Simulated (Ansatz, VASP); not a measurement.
## Nb16H: VASP beside Ansatz

```
Nb H
1.0
     6.60000    0.00000    0.00000
     0.00000    6.60000    0.00000
     0.00000    0.00000    6.60000
Nb H
16 1
Direct
  0.00018 0.99873 0.00046
  0.50582 0.99349 0.00040
  0.00011 0.50048 0.00045
  0.99764 0.99957 0.50043
  0.24438 0.24962 0.25650
  0.50577 0.50561 0.00038
  0.49837 0.99960 0.50042
  0.74993 0.24957 0.25134
  0.99757 0.49969 0.50043
  0.25174 0.74960 0.25038
  0.24442 0.24965 0.74444
  0.49835 0.49960 0.50041
  0.75253 0.74959 0.25047
  0.75000 0.24957 0.74950
  0.25177 0.74962 0.75047
  0.75260 0.74959 0.75031
  0.37517 0.24947 0.00053
```

Alike in both runs: functional PBE; k mesh 3 × 3 × 3; occupations gaussian, width 0.05 eV; no spin polarisation.

Ansatz relaxed the structure, and its values are those at the end. VASP's run is a single point on that final structure, the one shown.

```csv
,VASP,Ansatz
version,VASP 6.6.1,Ansatz 0.2.0
potentials or method,"VASP PAW PBE potentials, release 64 (Nb_sv, H), cutoff 520 eV","scalar-relativistic, plane waves, PAW"
valence electrons in the cell,209,209
```

|  | VASP | Ansatz | Ansatz less VASP |
| --- | --- | --- | --- |
| rms of the force components (eV/Å) | 0.005 | 0.005 | 0.0000 |
